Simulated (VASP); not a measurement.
# Sb (Cmce) in VASP: relaxation of cell and atoms with PBE

Aim: the relaxation of cell and atoms of Sb with PBE.

Everything below comes from runs of VASP 6.6.1. Logs are shortened: lines on timing, memory, paths and dates and some standing lists are left out, and cuts for length are marked.

### Step 1. The cell of the first run

The structure is orthorhombic, space group Cmce (No. 64). Conventional cell: a = 6.555 Å, b = 4.333 Å, c = 8.837 Å, α = 90.00°, β = 90.00°, γ = 90.00°. Within 3.2 Å of Sb (site symmetry m) lie 3 Sb at 2.44 to 3.20 Å.

### Step 2. Relaxation of cell and atoms, PBE

File INCAR:

```
SYSTEM = Sb
ALGO     = Normal         ! electronic algorithm
EDIFF    = 1E-7           ! SCF threshold, eV
EDIFFG   = -0.04          ! ionic threshold
ENCUT    = 500            ! plane-wave cutoff, eV
GGA      = PE             ! functional
GGA_COMPAT= .False.      
IBRION   = 2              ! ionic algorithm
ISIF     = 3              ! what is computed and relaxed
ISMEAR   = 0              ! smearing method
LASPH    = .True.         ! aspherical terms in the spheres
LCHARG   = .False.        ! write CHGCAR
LREAL    = .False.        ! projectors in reciprocal space
LWAVE    = .False.        ! write WAVECAR
NELM     = 120            ! most SCF steps
NELMIN   = 4            
NSW      = 90             ! ionic steps
PREC     = Accurate       ! precision mode
SIGMA    = 0.1            ! smearing width, eV
```

File KPOINTS:

```
k-points
0
Gamma
  6 6 2
  0 0 0
```

File POSCAR:

```
Sb
1.0
    3.2776889962     -2.1663016867      0.0000000000
    3.2776889962      2.1663016867      0.0000000000
    0.0000000000      0.0000000000      8.8368844612
Sb
4
Direct
    0.8500000000      0.1500000000      0.1170000000
    0.6500000000      0.3500000000      0.6170000000
    0.1500000000      0.8500000000      0.8830000000
    0.3500000000      0.6500000000      0.3830000000
```

Potentials or basis: VASP PAW PBE potentials, release 64 (Sb_d_GW).

On the command line:

```sh
> cat potpaw_PBE.64/Sb_d_GW/POTCAR > POTCAR
> mpirun -np 1 vasp_std > vasp.out
```

OUTCAR:

```text
SYSTEM = Sb
   EDIFF = 1E-7
   EDIFFG = -0.04
   ENCUT = 500
   GGA = PE
   IBRION = 2
   ISIF = 3
   ISMEAR = 0
   LASPH = .True.
   LREAL = .False.
   NELM = 120
   NELMIN = 4
   NSW = 90
   PREC = Accurate

 ion  position               nearest neighbor table
   1  0.850  0.150  0.117-   3 2.44   4 3.20   4 3.20
   2  0.650  0.350  0.617-   4 2.44   3 3.20   3 3.20
   3  0.150  0.850  0.883-   1 2.44   2 3.20   2 3.20
   4  0.350  0.650  0.383-   2 2.44   1 3.20   1 3.20

  LATTYP: Found a base centered orthorhombic cell.
 ALAT       =     4.3326033734
 B/A-ratio  =     1.5130344108
 C/A-ratio  =     2.0396246089

  Lattice vectors:

 A1 = (  -3.2776889962,  -2.1663016867,   0.0000000000)
 A2 = (   3.2776889962,  -2.1663016867,   0.0000000000)
 A3 = (   0.0000000000,   0.0000000000,   8.8368844612)

Analysis of symmetry for initial positions (statically):
=====================================================================
 Subroutine PRICEL returns:
 Original cell was already a primitive cell.

 Routine SETGRP: Setting up the symmetry group for a
 base centered orthorhombic supercell.

 Subroutine GETGRP returns: Found  8 space group operations
 (whereof  4 operations were pure point group operations)
 out of a pool of  8 trial point group operations.

The static configuration has the point symmetry C_2h.
 The point group associated with its full space group is D_2h.

Analysis of symmetry for dynamics (positions and initial velocities):
=====================================================================
 Subroutine PRICEL returns:
 Original cell was already a primitive cell.

 Routine SETGRP: Setting up the symmetry group for a
 base centered orthorhombic supercell.

 Subroutine GETGRP returns: Found  8 space group operations
 (whereof  4 operations were pure point group operations)
 out of a pool of  8 trial point group operations.

The dynamic configuration has the point symmetry C_2h.
 The point group associated with its full space group is D_2h.

 Subroutine INISYM returns: Found  8 space group operations
 (whereof  4 operations are pure point group operations),
 and found     1 'primitive' translations

----------------------------------------------------------------------------------------

                                     Primitive cell

  volume of cell :     125.4919

  direct lattice vectors                    reciprocal lattice vectors
     3.277688996 -2.166301687  0.000000000     0.152546505 -0.230808111  0.000000000
     3.277688996  2.166301687  0.000000000     0.152546505  0.230808111  0.000000000
     0.000000000  0.000000000  8.836884461     0.000000000  0.000000000  0.113162054

  length of vectors
     3.928881285  3.928881285  8.836884461     0.276663731  0.276663731  0.113162054

  position of ions in fractional coordinates (direct lattice)
     0.850000000  0.150000000  0.117000000
     0.650000000  0.350000000  0.617000000
     0.150000000  0.850000000  0.883000000
     0.350000000  0.650000000  0.383000000

  ion indices of the primitive-cell ions
   primitive index   ion index
                 1           1
                 2           2
                 3           3
                 4           4

----------------------------------------------------------------------------------------

 KPOINTS: k-points

Automatic generation of k-mesh.
 Grid dimensions read from file:
 generate k-points for:    6    6    2

 Generating k-lattice:

  Cartesian coordinates                     Fractional coordinates (reciprocal lattice)
     0.025424417 -0.038468018  0.000000000     0.166666667  0.000000000  0.000000000
     0.025424417  0.038468018  0.000000000     0.000000000  0.166666667  0.000000000
     0.000000000  0.000000000  0.056581027     0.000000000  0.000000000  0.500000000

  Length of vectors
     0.046110622  0.046110622  0.056581027

  Shift w.r.t. Gamma in fractional coordinates (k-lattice)
     0.000000000  0.000000000  0.000000000

 Subroutine IBZKPT returns following result:
 ===========================================

 Found     26 irreducible k-points:

 Following reciprocal coordinates:
            Coordinates               Weight
  0.000000  0.000000  0.000000      1.000000
  0.166667  0.000000  0.000000      4.000000
  0.333333  0.000000  0.000000      4.000000
  0.500000  0.000000  0.000000      2.000000
  0.166667  0.166667  0.000000      2.000000
  0.333333  0.166667  0.000000      4.000000
[... 16 lines left out ...]
  0.333333  0.333333  0.500000      2.000000
  0.500000  0.333333  0.500000      4.000000
 [... further k-points ...]
   k-points           NKPTS =     26   k-points in BZ     NKDIM =     26   number of bands    NBANDS=     36
   number of dos      NEDOS =    301   number of ions     NIONS =      4
   total plane-waves  NPLWV =  57600
   dimension x,y,z NGX =    30 NGY =   30 NGZ =   64
   dimension x,y,z NGXF=    60 NGYF=   60 NGZF=  128
   ions per type =               4
   NGX,Y,Z   is equivalent  to a cutoff of  12.69, 12.69, 12.04 a.u.
   NGXF,Y,Z  is equivalent  to a cutoff of  25.39, 25.39, 24.08 a.u.
 SYSTEM =  Sb
   PREC   = accura    normal or accurate (medium, high low for compatibility)
   ISTART =      0    job   : 0-new  1-cont  2-samecut
   ICHARG =      2    charge: 1-file 2-atom 10-const
   ISPIN  =      1    spin polarized calculation?
   LNONCOLLINEAR =      F non collinear calculations
   LSORBIT =      F    spin-orbit coupling
   LASPH  =      T    aspherical Exc in radial PAW
   ENCUT  =  500.0 eV  36.75 Ry    6.06 a.u.   7.16  7.16 16.11*2*pi/ulx,y,z
   NELM   =    120;   NELMIN=  4; NELMDL= -5     # of ELM steps
   EDIFF  = 0.1E-06   stopping-criterion for ELM
   LREAL  =      F    real-space projection
   EDIFFG = -.4E-01   stopping-criterion for IOM
   NSW    =     90    number of steps for IOM
   IBRION =      2    ionic relax: 0-MD 1-quasi-New 2-CG
   NFREE  =      1    steps in history (QN), initial steepest desc. (CG)
   ISIF   =      3    stress and relaxation
   ISYM   =      2    0-nonsym 1-usesym 2-fastsym
   POTIM  = 0.5000    time-step for ionic-motion
   TEBEG  =    0.0;   TEEND  =   0.0 temperature during run
   PSTRESS=    0.0 pullay stress
   NELECT =      60.0000    total number of electrons
   NUPDOWN=      -1.0000    fix difference up-down
   EMIN   =  10.00;   EMAX   =-10.00  energy-range for DOS
   EFERMI =   0.00;   METHOD = LEGACY
   ISMEAR =     0;   SIGMA  =   0.10  broadening in eV -4-tet -1-fermi 0-gaus
   EFERMI_NEDOS =   21; number of points for ismear=-14 and -15
   IALGO  =     38    algorithm
   IMIX   =      4    mixing-type and parameters
     AMIX     =   0.40;   BMIX     =  1.00
     AMIX_MAG =   1.60;   BMIX_MAG =  1.00
  volume/ion in A,a.u.               =      31.37       211.72
  Fermi-wavevector in a.u.,A,eV,Ry     =   1.280128  2.419091 22.296234  1.638727
  Thomas-Fermi vector in A             =   2.412573
   LORBIT       =      0    0 simple, 1 ext, 2 COOP (PROOUT), +10 PAW based schemes
   GGA     = PE    functional components
   LHFCALC =     F    Hartree Fock is set to
   AEXX    =    0.0000 exact exchange contribution
   IVDW    =     0    specifies the selected vdW correction
   LEPSILON=     F    determine dielectric tensor
   LRPA    =     F    only Hartree local field effects (RPA)
 conjugate gradient relaxation of ions
 non-spin polarized calculation
 Gauss-broadening in eV      SIGMA  =   0.10
  energy-cutoff  :      500.00
  volume of cell :      125.49
 maximum number of plane-waves:      3216
 NGX is ok and might be reduce to    30
   NGX = 15   NGY = 15   NGZ = 33

--------------------------------------- Ionic step        1  -------------------------------------------

 number of electron      59.9999990 magnetization

 Free energy of the ion-electron system (eV)
  ---------------------------------------------------
  ext. energy  EPLUGINS =         0.00000000
  ---------------------------------------------------
  free energy    TOTEN  =       -13.21264933 eV

  energy without entropy =      -13.20804164  energy(sigma->0) =      -13.21034548

------------------------ aborting loop because EDIFF is reached ----------------------------------------

  FORCE on cell =-STRESS in cart. coord.  units (eV):
  Direction    XX          YY          ZZ          XY          YZ          ZX
  --------------------------------------------------------------------------------------
  -------------------------------------------------------------------------------------
  Total       -1.4147207      4.4560068     14.4035436      0.0000000      0.0000000      0.0000000
  in kB      -18.0619838     56.8906072    183.8925269      0.0000000      0.0000000      0.0000000
  external PRESSURE =      74.2403834 kB  Pullay stress =       0.0000000 kB
[... 95 lines left out ...]
  FREE ENERGIE OF THE ION-ELECTRON SYSTEM (eV)
  ---------------------------------------------------
  free  energy   TOTEN  =       -14.4443651266 eV

  energy  without entropy=      -14.4222598022  energy(sigma->0) =      -14.43331246

 E-fermi :   4.8130     XC(G=0):  -9.8363

 val. band max:        4.7534849639   @ k =  -0.3333   0.3333   0.0000
 cond. band min:       4.8281390320   @ k =   0.3333   0.1667   0.0000
 fundamental gap:      0.0746540682
 Fermi energy:         4.8130142262

 k-point     1 :       0.0000    0.0000    0.0000
  band No.  band energies     occupation
      1     -24.5848      2.00000
      2     -24.5439      2.00000
      3     -24.5181      2.00000
      4     -24.5010      2.00000
      5     -24.4960      2.00000
      6     -24.4849      2.00000
[... 925 lines left out ...]
     35       8.1362      0.00000
     36       8.1362      0.00000

 [... further k-points ...]

[... ionic steps 4 to 13 ...]

--------------------------------------- Ionic step       14  -------------------------------------------

 number of electron      59.9999973 magnetization

------------------------ aborting loop because EDIFF is reached ----------------------------------------

  FORCE on cell =-STRESS in cart. coord.  units (eV):
  Direction    XX          YY          ZZ          XY          YZ          ZX
  --------------------------------------------------------------------------------------
  -------------------------------------------------------------------------------------
  Total       -0.1008025      0.0982216      0.1624424      0.0000000      0.0000000      0.0000000
  in kB       -1.4003740      1.3645198      2.2566913      0.0000000      0.0000000      0.0000000
  external PRESSURE =       0.7402791 kB  Pullay stress =       0.0000000 kB
[... 61 lines left out ...]
  energy  without entropy=      -15.6776817001  energy(sigma->0) =      -15.68162881

--------------------------------------- Ionic step       16  -------------------------------------------

 number of electron      59.9999975 magnetization

 Free energy of the ion-electron system (eV)
  ---------------------------------------------------
  ext. energy  EPLUGINS =         0.00000000
  ---------------------------------------------------
  free energy    TOTEN  =       -15.68636294 eV

  energy without entropy =      -15.67707855  energy(sigma->0) =      -15.68172074

 E-fermi :   5.6349     XC(G=0): -10.2431

 val. band max:        5.6072821021   @ k =   0.5000   0.1667   0.0000
 cond. band min:       5.6873229352   @ k =  -0.3333   0.3333   0.0000
 fundamental gap:      0.0800408331
 Fermi energy:         5.6349184442

 k-point     1 :       0.0000    0.0000    0.0000
  band No.  band energies     occupation
      1     -23.6887      2.00000
      2     -23.6739      2.00000
      3     -23.6480      2.00000
      4     -23.6475      2.00000
      5     -23.6459      2.00000
      6     -23.6425      2.00000
[... 925 lines left out ...]
     35       8.6109      0.00000
     36       8.6109      0.00000

 [... further k-points ...]
[... 5 lines left out ...]
  --------------------------------------------------------------------------------------
  -------------------------------------------------------------------------------------
  Total       -0.0685404      0.0299214     -0.1315296      0.0000000      0.0000000      0.0000000
  in kB       -0.9512835      0.4152835     -1.8255221      0.0000000      0.0000000      0.0000000
  external PRESSURE =      -0.7871740 kB  Pullay stress =       0.0000000 kB
[... 19 lines left out ...]
  FREE ENERGIE OF THE ION-ELECTRON SYSTEM (eV)
  ---------------------------------------------------
  free  energy   TOTEN  =       -15.6863629387 eV

  energy  without entropy=      -15.6770785463  energy(sigma->0) =      -15.68172074

 reached required accuracy - stopping structural energy minimisation
```

Wall time 28 min (1 thread of Intel Xeon Platinum 8259CL at 2.50GHz (Skylake/Cascade Lake), shared host); peak memory 0.31 GiB.

What came out:

```
Free energy                           : -15.6864 eV
Relaxed volume                        : 28.86 Å³/atom
Relaxed cell                          : a = 3.378 Å, b = 3.378 Å, c = 10.722 Å, α = 90.00°, β = 90.00°, γ = 70.60°
Space group after relaxing (to 0.1 Å) : Cmce (No. 64)
Energy gained by relaxing             : 618.4 meV/atom
Ionic steps                           : 16
Pressure after relaxing               : -0.1 GPa
Largest force after relaxing          : 0.034 eV/Å
Band gap on the k mesh                : zero (bands 30 and 31 overlap by 5.09 eV)
```

Forces in eV/Å, atoms in the order of the input:
```
Sb   0.000  0.033 -0.008
Sb   0.000 -0.033 -0.008
Sb   0.000 -0.033  0.008
Sb   0.000  0.033  0.008
```

The path:
```
step  energy change (eV)  largest force (eV/Å)  pressure (GPa)  volume (Å³)
   1              0.0000                3.9380            7.42       125.49
   2             -0.9567                0.6978           -7.67       152.56
   3             -1.2317                0.7793           -4.36       140.10
   4             -1.7993                0.7141           -2.31       126.12
   5             -2.0781                0.3063            2.01       113.78
   6             -2.0811                0.2657            3.20       111.64
   7             -2.2919                0.6006            4.11       108.80
   8             -2.2998                0.6114            5.04       107.86
   9             -2.4509                0.1326           -1.15       117.59
  10             -2.4633                0.0379            0.03       115.36
  11             -2.4633                0.0360            0.10       115.20
  12             -2.4668                0.0338            0.00       115.39
  13             -2.4717                0.0380           -0.21       115.93
  14             -2.4729                0.0516            0.07       115.33
  15             -2.4729                0.0526            0.11       115.27
  16             -2.4737                0.0340           -0.08       115.44
```

Final structure:
```
Sb
1.0
     2.75720   -1.95237    0.00000
     2.75720    1.95237    0.00000
     0.00000    0.00000   10.72227
Sb
4
Direct
  0.81204 0.18796 0.14300
  0.68796 0.31204 0.64300
  0.18796 0.81204 0.85700
  0.31204 0.68796 0.35700
```

Levels at points of the mesh, in eV from the Fermi level:
```tsv
k point	band 26	band 27	band 28	band 29	band 30	band 31	band 32	band 33	band 34	band 35
(0.00, 0.00, 0.00)	-0.80	0.67	0.97	1.33	3.13	3.37	3.69	4.36	4.54	4.70
(0.50, 0.00, 0.00)	-5.14	-3.35	-3.35	-1.07	-1.07	1.50	1.50	2.15	2.15	3.62
(0.50, 0.50, 0.00)	-4.82	-3.16	-2.29	-1.99	-1.85	-1.52	0.29	0.30	0.43	1.77
(0.00, 0.00, 0.50)	-3.31	1.09	1.09	3.24	3.24	3.36	3.36	4.20	4.20	4.46
(0.50, 0.00, 0.50)	-4.52	-4.36	-4.36	0.25	0.25	0.74	0.74	2.41	2.41	2.57
(0.50, 0.50, 0.50)	-5.20	-2.35	-2.35	-2.16	-2.16	-1.01	-1.01	0.86	0.86	1.70
```

Caveat: a cell axis changed by over 15 % at a fixed basis, so the end point is rough; spin-orbit coupling is left out, which moves the levels of the heavy elements.

The gap in the log of VASP goes by the Fermi energy; the results here count the filled bands.